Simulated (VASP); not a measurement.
Runs of VASP 6.6.1 on W. The structure is that of space group Im-3m (No. 229), or close to it. The cells are those of the table. 

```csv
task,cell,k mesh,cutoff (eV),gap on the mesh (eV),pressure (GPa),relaxed volume (Å³/atom)
single point,"a = 2.718 Å, angles 109.5°, 1 atom",8 × 8 × 8,520,none,1.9,-
single point,"a = 2.773 Å, angles 109.5°, 1 atom",8 × 8 × 8,520,none,-16.6,-
relaxation of cell and atoms,"relaxed from a = 2.718 Å, angles 109.5°, 1 atom",18 × 18 × 18,600,none,0.0,15.51
single point,"a = 2.716 Å, angles 109.5°, 1 atom",18 × 18 × 18,520,none,1.9,-
relaxation of cell and atoms,"relaxed from a = 2.773 Å, angles 109.5°, 1 atom",8 × 8 × 8,600,none,-0.4,(a)
```

Alike in all rows: level LDA; potentials or basis VASP PAW LDA potentials, release 64 (W_sv); no spin polarisation; smearing gaussian 0.1 eV.

Problem. Estimate the missing entries.

Solution. (a) 15.56.

Caveats: spin-orbit coupling is left out, which moves the levels of the heavy elements.

A k mesh can miss the band edges, and the runs leave out spin-orbit coupling on W.

A gap of «none» marks levels without a gap at the run's occupations.
